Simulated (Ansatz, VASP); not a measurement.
# Ag8Br7 in VASP and in Ansatz

```
CELL_PARAMETERS angstrom
0.00000 5.84195 -5.84195
5.84195 5.84195 0.00000
5.84195 0.00000 -5.84195
ATOMIC_POSITIONS crystal
Ag 0.27475 0.72525 0.22525
Ag 0.27475 0.27475 0.22525
Ag 0.75000 0.75000 0.25000
Ag 0.72525 0.27475 0.22525
Ag 0.27475 0.72525 0.77475
Ag 0.25000 0.25000 0.75000
Ag 0.72525 0.72525 0.77475
Ag 0.72525 0.27475 0.77475
Br 0.50000 0.00000 0.00000
Br 0.00000 0.50000 0.00000
Br 0.00000 0.00000 0.00000
Br 0.50000 0.50000 0.50000
Br 0.50000 0.00000 0.50000
Br 0.00000 0.50000 0.50000
Br 0.00000 0.00000 0.50000
```

Change from the starting cell: Br vacancy, atoms relaxed.

Alike in both runs: functional PBE; k mesh 4 × 4 × 4; occupations gaussian, width 0.05 eV; no spin polarisation.

Ansatz relaxed the structure, and its values are those at the end. VASP's run is a single point on that final structure, the one shown.

|  | VASP | Ansatz |
| --- | --- | --- |
| version | VASP 6.6.1 | Ansatz 0.2.0 |
| potentials or method | VASP PAW PBE potentials, release 64 (Ag, Br), cutoff 400 eV | scalar-relativistic, plane waves, PAW |
| valence electrons in the cell | 137 | 201 |

```csv
,VASP,Ansatz,Ansatz less VASP
gap on the k mesh at the Fermi level (eV),none,none,-
pressure (GPa),-2.2,-2.0,+0.22
```

A gap of «none» marks a metal or a gap that the smearing closes. VASP's potentials hold 137 valence electrons a cell and Ansatz's 201, so a difference there can come from the potentials and not from the codes. Ansatz's warnings: stress scf threshold loose.
